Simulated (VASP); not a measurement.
Write the native input for VASP 6.6.1 that does the following.

* Task: single point
* Functional: PBE
* Potentials or basis: VASP PAW PBE potentials, release 64 (Cs_sv, Ga_d, Cl)
* Cutoff: 520 eV
* k mesh: 8 × 8 × 6
* Occupations: gaussian, width 0.1 eV
* Spin: no spin polarisation
* Dipole correction: no
* Further INCAR settings: ALGO = Normal; EDIFF = 1e-06; NBANDS = 38

The structure of CsGaCl lies in POSCAR:

```
CsGaCl
1.0
    5.6140406920      0.0000000000      0.0000000000
    0.0000000000      5.6140406920      0.0000000000
    0.0000000000      0.0000000000      8.2213532584
Cs Ga Cl
2 2 2
Direct
    0.0000000000      0.5000000000      0.2966453834
    0.5000000000      0.0000000000      0.7033546166
    0.0000000000      0.5000000000      0.8630078428
    0.5000000000      0.0000000000      0.1369921572
    0.0000000000      0.0000000000      0.0000000000
    0.5000000000      0.5000000000      0.0000000000
```

One way to write it, as run:

INCAR

```
SYSTEM = CsGaCl
PREC     = Accurate       ! precision mode
ENCUT    = 520            ! plane-wave cutoff, eV
EDIFF    = 1E-6           ! SCF threshold, eV
ISMEAR   = 0              ! smearing method
SIGMA    = 0.1            ! smearing width, eV
LREAL    = .FALSE.        ! projectors in reciprocal space
LASPH    = .TRUE.         ! aspherical terms in the spheres
NELM     = 100            ! most SCF steps
ALGO     = Normal         ! electronic algorithm
ISIF     = 2              ! what is computed and relaxed
LWAVE    = .FALSE.        ! write WAVECAR
LCHARG   = .TRUE.         ! write CHGCAR
GGA      = PE             ! functional
LELF     = .TRUE.         ! ELF
LVHAR    = .TRUE.       
NBANDS   = 38             ! bands
```

KPOINTS

```
regular mesh
0
G
  8 8 6
  0 0 0
```

Potentials or basis: VASP PAW PBE potentials, release 64 (Cs_sv, Ga_d, Cl).

Run with:

```console
$ cat potpaw_PBE.64/Cs_sv/POTCAR potpaw_PBE.64/Ga_d/POTCAR potpaw_PBE.64/Cl/POTCAR > POTCAR
$ mpirun -np 1 vasp_std > vasp.out
```

Results of the run:

```yaml
Pressure: 0.0 GPa
Largest_force: 0.009 eV/Å
Band_gap_on_the_k_mesh: zero (bands 29 and 30 overlap by 0.94 eV)
```

Caveat: spin-orbit coupling is left out, which moves the levels of the heavy elements.

It took 11 min on 1 thread of Intel Xeon 8259CL (shared host), peak memory 0.68 GiB.
